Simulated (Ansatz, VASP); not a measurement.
# Two plane-wave programs on NaS5

```
Na S
1.0
     6.51388    0.00000    0.00000
    -3.25694    5.64119    0.00000
     0.00000    0.00000    3.38608
Na S
1 5
Direct
  0.00000 0.00000 0.00000
  0.33333 0.66667 0.00000
  0.66667 0.33333 0.00000
  0.50000 0.00000 0.50000
  0.50000 0.50000 0.50000
  0.00000 0.50000 0.50000
```

Change from the starting cell: species swapped into the RbAu5 type (P6/mmm, No. 191).

Alike in both runs: functional PBE; k mesh 6 × 6 × 12; occupations gaussian, width 0.1 eV; no spin polarisation.

Ansatz relaxed the structure, and its values are those at the end. VASP's run is a single point on that final structure, the one shown.

```csv
,VASP,Ansatz
version,VASP 6.6.1,Ansatz 0.2.0
potentials or method,"VASP PAW PBE potentials, release 64 (Na_pv, S), cutoff 520 eV","scalar-relativistic, plane waves, PAW"
valence electrons in the cell,37,39
```

```tsv
	VASP	Ansatz	Ansatz less VASP
gap on the k mesh at the Fermi level (eV)	none	none	-
pressure (GPa)	-0.1	0.0	+0.11
```

A gap of «none» marks a metal or a gap that the smearing closes. With one functional, cell and mesh, what is left measures potentials, basis and numerics. VASP's potentials hold 37 valence electrons a cell and Ansatz's 39, so a difference there can come from the potentials and not from the codes.
